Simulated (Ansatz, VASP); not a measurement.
## CdSe in VASP and in Ansatz

Contents of INCAR:

```
SYSTEM = CdSe
ALGO = Normal ; EDIFF = 1E-6
ENCUT = 520 ; GGA = PE
ISIF = 2 ; ISMEAR = 0
LASPH = .TRUE. ; LCHARG = .FALSE.
LREAL = .FALSE. ; LWAVE = .FALSE.
NBANDS = 16 ; NELM = 80
PREC = Accurate ; SIGMA = 0.05
```

The input KPOINTS:

```
k-points
0
G
  10 10 10
  0 0 0
```

The input POSCAR:

```
CdSe
1.0
   -0.2272687163      3.5631768745      3.0984146735
    3.0984146735     -0.2272687163      3.0984146735
    2.8711459572      3.3359081582      0.0000000000
Cd Se
1 1
Direct
    0.0000000000      0.0000000000      0.0000000000
    0.7500000000      0.7500000000      0.7500000000
```

Input for Ansatz:

```yaml
crystal:
  lattice:
    - [-0.2272687163, 3.5631768745, 3.0984146735]
    - [3.0984146735, -0.2272687163, 3.0984146735]
    - [2.8711459572, 3.3359081582, 0.0]
  atoms:
    - { symbol: Cd, position: [0.0, 0.0, 0.0] }
    - { symbol: Se, position: [0.75, 0.75, 0.75] }
basis:
  ecutwfc: 420
kpoints:
  mp_grid: { grid: [10, 10, 10] }
hamiltonian:
  xc: pbe
scf:
  occupations: { method: gaussian, width: 0.05 }
output:
  forces: true
  stress: true
  eigenvalues: true
```

Change from the starting cell: engineering shear strain xz -0.1467, normal strain along z +0.1500.

Alike in both runs: task single point; functional PBE; k mesh 10 × 10 × 10; occupations gaussian, width 0.05 eV; no spin polarisation.

|  | VASP | Ansatz |
| --- | --- | --- |
| version | VASP 6.6.1 | Ansatz 0.2.0 |
| potentials or method | VASP PAW PBE potentials, release 64 (Cd, Se), cutoff 520 eV | scalar-relativistic, plane waves, PAW |
| valence electrons in the cell | 18 | 36 |

|  | VASP | Ansatz | Ansatz less VASP |
| --- | --- | --- | --- |
| gap on the k mesh at the Fermi level (eV) | 0.29 | 0.29 | +0.003 |
| least direct gap on the mesh (eV) | 0.29 | 0.29 | +0.003 |
| pressure (GPa) | -3.7 | -3.8 | -0.15 |
| traceless stress, the component that is largest in VASP (GPa) | 2.54 | 2.46 | -0.075 |
| rms of the force components (eV/Å) | 0.098 | 0.087 | -0.0106 |

Atom by atom the forces differ by 0.011 eV/Å (rms over components). The functional is the same, so the differences come from potentials, cutoffs and numerics. VASP's potentials hold 18 valence electrons a cell and Ansatz's 36, so a difference there can come from the potentials and not from the codes.
